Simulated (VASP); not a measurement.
Write the native input for VASP 6.6.1 that does the following.

| Item | Value |
| --- | --- |
| Task | single point |
| Functional | PBE |
| Potentials or basis | VASP PAW PBE potentials, release 64 (Zn) |
| Cutoff | 520 eV |
| k mesh | 20 × 20 × 20 |
| Occupations | fermi-dirac, width 0.1 eV |
| Spin | no spin polarisation |
| Dipole correction | no |
| Further INCAR settings | ALGO = Normal; EDIFF = 1e-06; NBANDS = 12 |

The structure of Zn lies in POSCAR:

```
Zn
1.0
    2.5566909372      0.0000000000      0.0000000000
    0.0000000000      2.5566909372      0.0000000000
    0.0000000000      0.0000000000      2.5566909372
Zn
1
Direct
    0.0000000000      0.0000000000      0.0000000000
```

This isn't the form of Zn at room conditions, which is hcp.

The input as run:

INCAR

```
PREC     = Accurate       # precision mode
ENCUT    = 520            # plane-wave cutoff, eV
EDIFF    = 1E-6           # SCF threshold, eV
ISMEAR   = -1             # smearing method
SIGMA    = 0.1            # smearing width, eV
LREAL    = False          # projectors in reciprocal space
LASPH    = True           # aspherical terms in the spheres
NELM     = 100            # most SCF steps
ALGO     = Normal         # electronic algorithm
ISIF     = 2              # what is computed and relaxed
LWAVE    = False          # write WAVECAR
LCHARG   = False          # write CHGCAR
GGA      = PE             # functional
NBANDS   = 12             # bands
```

KPOINTS

```
Automatic mesh
0
Gamma
  20 20 20
```

Potentials or basis: VASP PAW PBE potentials, release 64 (Zn).

Launch:

```bash
$ cat potpaw_PBE.64/Zn/POTCAR > POTCAR
$ mpirun -np 1 vasp_std > vasp.out
```

It gave:

```
Pressure               : 5.3 GPa
Band gap on the k mesh : zero (bands 6 and 7 overlap by 8.68 eV)
```

Caveat: the cell stands under pressure.

Run time: 40 s on 1 thread of Intel Xeon 8259CL, with other jobs on the host, peak memory 0.17 GiB.
